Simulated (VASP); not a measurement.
A run of VASP 6.6.1 is set up as follows.

File INCAR:

```
SYSTEM = Fe3Ge
  ALGO = Normal
  EDIFF = 1E-7
  ENCUT = 520
  GGA = CA
  ISIF = 2
  ISMEAR = -1
  ISPIN = 2
  LASPH = .True.
  LCHARG = .False.
  LMAXMIX = 4
  LORBIT = 11
  LREAL = .False.
  LWAVE = .False.
  MAGMOM = 4.5 4.5 4.5 0
  NBANDS = 31
  NELM = 150
  PREC = Accurate
  SIGMA = 0.1
```

KPOINTS

```
k-points
0
Gamma
  7 7 7
  0 0 0
```

Contents of POSCAR:

```
Fe3Ge
1.0
    3.6605000000      0.0000000000      0.0000000000
    0.0000000000      3.6605000000      0.0000000000
    0.0000000000      0.0000000000      3.6605000000
Fe Ge
3 1
Direct
    0.0000000000      0.5000000000      0.5000000000
    0.5000000000      0.5000000000      0.0000000000
    0.5000000000      0.0000000000      0.5000000000
    0.0000000000      0.0000000000      0.0000000000
```

Potentials or basis: VASP PAW LDA potentials, release 64 (Fe, Ge_d).

Launch:

```bash
$ cat potpaw_LDA.64/Fe/POTCAR potpaw_LDA.64/Ge_d/POTCAR > POTCAR
$ mpirun -np 1 vasp_std > vasp.out
```

Problem. Estimate the site moments.

Solution. Fe +2.06; Ge -0.11 μB.

Problem. Estimate the pressure.

Solution. -18.5 GPa.

Problem. Estimate the net moment.

Solution. 6.15 μB per cell.
